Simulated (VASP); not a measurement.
# BP (F-43m) in VASP: notebook, part 2 of 2

VASP 6.6.1. Earlier steps stand in the parts before.

### 4 Elastic constants, LDA

This run uses another cell than the first one, of 10.70 Å³/atom, 0.927 times its volume.

The input, INCAR:

```
  PREC = Accurate
  ENCUT = 600
  EDIFF = 1E-8
  ISMEAR = 0
  SIGMA = 0.01
  LREAL = False
  LASPH = True
  NELM = 60
  ALGO = Normal
  ISIF = 3
  LWAVE = False
  LCHARG = False
  GGA = CA
  NBANDS = 11
  IBRION = 6
  NFREE = 2
  POTIM = 0.015
  NSW = 1
```

The input, KPOINTS:

```
regular mesh
0
Gamma
  10 10 10
```

The input, POSCAR:

```
BP
1.0
    0.0000000000      2.2034501388      2.2034501388
    2.2034501388      0.0000000000      2.2034501388
    2.2034501388      2.2034501388      0.0000000000
B P
1 1
Direct
    0.0000000000      0.0000000000      0.0000000000
    0.7500000000      0.7500000000      0.7500000000
```

Potentials or basis: VASP PAW LDA potentials, release 64 (B, P).

Command:

```
$ cat potpaw_LDA.64/B/POTCAR potpaw_LDA.64/P/POTCAR > POTCAR
$ mpirun -np 1 vasp_std > vasp.out
```

OUTCAR:

```text
PREC = Accurate
   ENCUT = 600
   EDIFF = 1E-8
   ISMEAR = 0
   LREAL = False
   LASPH = True
   NELM = 60
   ISIF = 3
   GGA = CA
   IBRION = 6
   NFREE = 2
   POTIM = 0.015
   NSW = 1

 ion  position               nearest neighbor table
   1  0.000  0.000  0.000-   2 1.91   2 1.91   2 1.91   2 1.91
   2  0.750  0.750  0.750-   1 1.91   1 1.91   1 1.91   1 1.91

  LATTYP: Found a face centered cubic cell.
 ALAT       =     4.4069002776

  Lattice vectors:

 A1 = (   0.0000000000,   2.2034501388,   2.2034501388)
 A2 = (   2.2034501388,   0.0000000000,   2.2034501388)
 A3 = (   2.2034501388,   2.2034501388,   0.0000000000)

[... 760 lines left out ...]
  --------------------------------------------------------------------------------
  x     0.00000     0.00000     0.00000     0.00000   -10.77183     0.00000
  y     0.00000     0.00000     0.00000     0.00000     0.00000   -10.77183
  z     0.00000     0.00000     0.00000   -10.77183     0.00000     0.00000

 INTERNAL STRAIN TENSOR FOR ION    2 for displacements in x,y,z  (eV/Angst):
          X           Y           Z          XY          YZ          ZX
  --------------------------------------------------------------------------------
  x     0.00000     0.00000     0.00000     0.00000    10.76370     0.00000
  y     0.00000     0.00000     0.00000     0.00000     0.00000    10.76370
  z     0.00000     0.00000     0.00000    10.76370     0.00000     0.00000

 Eigenvectors and eigenvalues of the dynamical matrix
 ----------------------------------------------------

   1 f  =   25.973297 THz   163.195039 2PiTHz  866.375935 cm-1   107.416877 meV
             X         Y         Z           dx          dy          dz
      0.000000  0.000000  0.000000    -0.000000    0.860983   -0.000000
      3.305175  3.305175  3.305175    -0.000000   -0.508634    0.000000
[... 21 lines left out ...]
   6 f/i=    0.000600 THz     0.003770 2PiTHz    0.020014 cm-1     0.002481 meV
             X         Y         Z           dx          dy          dz
      0.000000  0.000000  0.000000    -0.189692   -0.126669    0.454622
      3.305175  3.305175  3.305175    -0.321098   -0.214417    0.769553

--------------------------------------------------------------------------------------------------------

 ELASTIC MODULI CONTR FROM IONIC RELAXATION (kBar)
 Direction    XX          YY          ZZ          XY          YZ          ZX
 --------------------------------------------------------------------------------
 XX          -0.0000     -0.0000     -0.0000      0.0000     -0.0000      0.0000
 YY          -0.0000     -0.0000     -0.0000      0.0000      0.0000     -0.0000
 ZZ          -0.0000     -0.0000     -0.0000     -0.0000      0.0000      0.0000
 XY           0.0000      0.0000     -0.0000   -392.4981      0.0000      0.0000
 YZ          -0.0000      0.0000      0.0000      0.0000   -392.4981      0.0000
 ZX           0.0000     -0.0000      0.0000      0.0000      0.0000   -392.4981
 --------------------------------------------------------------------------------

 TOTAL ELASTIC MODULI (kBar)
 Direction    XX          YY          ZZ          XY          YZ          ZX
 --------------------------------------------------------------------------------
 XX        3948.9231   1088.2321   1088.2321      0.0000     -0.0000      0.0000
 YY        1088.2321   3948.9231   1088.2321      0.0000      0.0000     -0.0000
 ZZ        1088.2321   1088.2321   3948.9231     -0.0000      0.0000      0.0000
 XY           0.0000      0.0000     -0.0000   2139.6514     -0.0000     -0.0000
 YZ          -0.0000      0.0000      0.0000     -0.0000   2139.6514      0.0000
 ZX           0.0000     -0.0000      0.0000     -0.0000      0.0000   2139.6514
 --------------------------------------------------------------------------------
```

OSZICAR:

```text
N       E                     dE             d eps       ncg     rms          rms(c)
DAV:   1     0.109614717431E+02    0.10961E+02   -0.45398E+03  1034   0.750E+02
DAV:   2    -0.147042679826E+02   -0.25666E+02   -0.24393E+02  1372   0.121E+02
DAV:   3    -0.154028381802E+02   -0.69857E+00   -0.69662E+00  1304   0.175E+01
[... 170 lines left out ...]
DAV:   2    -0.143583378343E+02   -0.91818E-03   -0.11426E-02  4578   0.758E-01    0.129E-01
DAV:   3    -0.143582313177E+02    0.10652E-03   -0.19477E-04  4331   0.907E-02    0.232E-02
DAV:   4    -0.143582315422E+02   -0.22451E-06   -0.16871E-05  4661   0.296E-02    0.648E-03
DAV:   5    -0.143582305898E+02    0.95243E-06   -0.18857E-06  4394   0.782E-03    0.190E-03
DAV:   6    -0.143582305769E+02    0.12940E-07   -0.39785E-07  4593   0.376E-03    0.463E-04
DAV:   7    -0.143582305770E+02   -0.14563E-09   -0.25835E-08  3934   0.105E-03
  17 F= -.14358231E+02 E0= -.14358231E+02  d E =-.166511E-60
```

It took 8.2 min on 1 thread of Intel Xeon 6975P-C, shared host; peak memory 0.26 GiB.

What came out:

| Item | Value |
| --- | --- |
| Elastic constants C11, C12, C44 | 395, 109, 214 GPa |
| Voigt bulk modulus | 204 GPa |
| Highest phonon frequency at Γ, LO-TO splitting left out | 866 cm⁻¹ |

Phonon frequencies in cm⁻¹ (negative: imaginary):
| q point | frequencies |
| --- | --- |
| (0.000, 0.000, 0.000) | 0 0 0 866 866 866 |

Elastic tensor in Voigt notation (GPa, in the Cartesian axes of the cell as first typed):
```
395 109 109   0   0   0
109 395 109   0   0   0
109 109 395   0   0   0
  0   0   0 214   0   0
  0   0   0   0 214   0
  0   0   0   0   0 214
```

Clamped-ion elastic tensor (GPa):
```
395 109 109   0   0   0
109 395 109   0   0   0
109 109 395   0   0   0
  0   0   0 253   0   0
  0   0   0   0 253   0
  0   0   0   0   0 253
```

Caveat: the cell is under stress, which shifts elastic constants.

### 5 Elastic constants, LDA

This run uses another cell than the first one, of 11.02 Å³/atom, 0.954 times its volume.

The input, INCAR:

```
SYSTEM = BP
PREC = Accurate
ENCUT = 600
EDIFF = 1E-8
ISMEAR = 0
SIGMA = 0.01
LREAL = .FALSE.
LASPH = .TRUE.
NELM = 100
ALGO = Normal
ISIF = 3
LWAVE = .FALSE.
LCHARG = .FALSE.
GGA = CA
NBANDS = 11
IBRION = 6
NFREE = 2
POTIM = 0.015
NSW = 1
```

The input, KPOINTS:

```
Automatic mesh
0
G
  10 10 10
  0 0 0
```

The input, POSCAR:

```
BP
1.0
    0.0000000000      2.2250781898      2.2250781898
    2.2250781898      0.0000000000      2.2250781898
    2.2250781898      2.2250781898      0.0000000000
B P
1 1
Direct
    0.0000000000      0.0000000000      0.0000000000
    0.7500000000      0.7500000000      0.7500000000
```

Command:

```
$ cat potpaw_LDA.64/B/POTCAR potpaw_LDA.64/P/POTCAR > POTCAR
$ mpirun -np 1 vasp_std > vasp.out
```

It took 8.7 min on 1 thread of Intel Xeon 6975P-C, shared host; peak memory 0.26 GiB.

It converged, with:

* Elastic constants C11, C12, C44: 376, 95, 204 GPa
* Voigt bulk modulus: 189 GPa
* Highest phonon frequency at Γ, LO-TO splitting left out: 842 cm⁻¹

Phonon frequencies in cm⁻¹ (negative: imaginary):
```csv
q point,frequencies
"(0.000, 0.000, 0.000)",0 0 0 842 842 842
```

Elastic tensor in Voigt notation (GPa, in the Cartesian axes of the cell as first typed):
```
376  95  95   0   0   0
 95 376  95   0   0   0
 95  95 376   0   0   0
  0   0   0 204   0   0
  0   0   0   0 204   0
  0   0   0   0   0 204
```

Clamped-ion elastic tensor (GPa):
```
376  95  95   0   0   0
 95 376  95   0   0   0
 95  95 376   0   0   0
  0   0   0 234   0   0
  0   0   0   0 234   0
  0   0   0   0   0 234
```

Caveat: the cell is under stress, which shifts elastic constants.
